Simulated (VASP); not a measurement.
Crystal: LiH.

```
Li H
1.0
     0.00000    2.03675    2.03675
     2.03675    0.00000    2.03675
     2.03675    2.03675    0.00000
Li H
1 1
Direct
  0.00000 0.00000 0.00000
  0.50000 0.50000 0.50000
```

Base run:

* Program: VASP 6.6.1
* Functional: r2SCAN
* Potentials or basis: VASP PAW PBE potentials, release 64 (Li_sv, H)
* Cutoff: 520 eV
* k mesh: 11 × 11 × 11
* Occupations: fermi-dirac, width 0.05 eV
* Spin: no spin polarisation

Its results: band gap on the k mesh 3.80 eV.

**Question.** The run is repeated on the same cell with these changes: functional from r2SCAN to HSE06; k mesh from 11 × 11 × 11 to 8 × 8 × 8. What comes out?

**Answer.** Band gap on the k mesh 4.00 eV.

Several settings changed at once.

Caveats: an odd mesh through Γ misses points on the zone boundary, where band edges can lie (at least some runs).
